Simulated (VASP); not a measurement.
Runs of VASP 6.6.1 on ScBiTe3. The structure is that of space group Pm-3m (No. 221), or close to it. The cells are those of the table. The cell was generated, and may not be a known phase.

```tsv
task	cell	k mesh	cutoff (eV)	gap on the mesh (eV)	pressure (GPa)	relaxed volume (Å³/atom)
single point	a = 5.529 Å, 5 atoms	8 × 8 × 8	520	none	0.0	-
single point	a = 5.347 Å, 5 atoms	4 × 4 × 4	520	none	(a)	-
relaxation of cell and atoms	relaxed from a = 5.347 Å, 5 atoms	4 × 4 × 4	600	none	0.0	33.96
relaxation of cell and atoms	relaxed from a = 5.545 Å, 5 atoms	8 × 8 × 8	600	none	0.0	33.85
single point	a = 5.545 Å, 5 atoms	4 × 4 × 4	520	none	-0.1	-
```

Alike in all rows: level PBE; potentials or basis VASP PAW PBE potentials, release 64 (Sc_sv, Bi_d, Te); no spin polarisation; smearing gaussian 0.1 eV.

Task: Estimate the missing entries.

Result: (a) 5.5.

Caveats: spin-orbit coupling is left out, which moves the levels of the heavy elements; the cell stands under pressure (at least some runs).

A k mesh can miss the band edges, and the runs leave out spin-orbit coupling on Bi, Te.

A gap of «none» marks levels without a gap at the run's occupations.
